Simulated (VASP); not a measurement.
## MgB2: single point with PBEsol

The system is MgB2.

```
Mg B
1.0
     3.06429    0.00000    0.00000
    -1.53214    2.65375    0.00000
     0.00000    0.00000    3.49675
Mg B
1 2
Direct
  0.00000 0.00000 0.00000
  0.33333 0.66667 0.50000
  0.66667 0.33333 0.50000
```

```
Program             : VASP 6.6.1
Task                : single point
Functional          : PBEsol
Potentials or basis : VASP PAW PBE potentials, release 64 (Mg, B)
Cutoff              : 520 eV
k mesh              : 24 × 24 × 18
Occupations         : gaussian, width 0.1 eV
Spin                : no spin polarisation
```

- Pressure: 0.0 GPa
- Band gap on the k mesh: zero (bands 4 and 5 overlap by 3.88 eV)

Stress tensor (GPa, compression positive):
```
 0.06  0.00  0.00
 0.00  0.06  0.00
 0.00  0.00 -0.17
```

Levels at points of the mesh, in eV from the Fermi level:
| k point | band 1 | band 2 | band 3 | band 4 | band 5 | band 6 | band 7 | band 8 |
| --- | --- | --- | --- | --- | --- | --- | --- | --- |
| (0.00, 0.00, 0.00) | -12.51 | -2.95 | 0.41 | 0.41 | 1.71 | 6.38 | 6.38 | 8.35 |
| (0.50, 0.00, 0.00) | -8.55 | -7.90 | -2.17 | 0.23 | 3.15 | 3.90 | 5.43 | 7.31 |
| (0.00, 0.00, 0.50) | -11.19 | -7.52 | 0.80 | 0.80 | 6.70 | 6.70 | 8.08 | 10.16 |
| (0.50, 0.00, 0.50) | -7.54 | -6.97 | -3.61 | -1.88 | -1.31 | 5.84 | 8.93 | 9.01 |

Run time: 80 s on 1 thread of AMD EPYC 9R45 (Zen 5) (shared host), peak memory 0.28 GiB.

Caveat: the PAW data sets were made with another functional, which shifts forces and pressure a little.
